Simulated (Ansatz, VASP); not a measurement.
## Y: VASP beside Ansatz

```
Y
1.0
     0.00000    2.52697    2.52697
     2.52697    0.00000    2.52697
     2.52697    2.52697    0.00000
Y
1
Cartesian
  0.0000 0.0000 0.0000
```

Alike in both runs: task single point; functional r2SCAN; k mesh 14 × 14 × 14; occupations gaussian, width 0.05 eV; no spin polarisation.

```csv
,VASP,Ansatz
version,VASP 6.6.1,Ansatz 0.2.0
potentials or method,"VASP PAW PBE potentials, release 64 (Y_sv), cutoff 520 eV","scalar-relativistic, plane waves, PAW"
valence electrons in the cell,11,11
```

Ansatz gave:

* pressure (GPa): 1.1

Q: What did VASP give for the same quantities?

A: Pressure (GPa): 1.2.

VASP's potentials were made for PBE, not for r2SCAN.
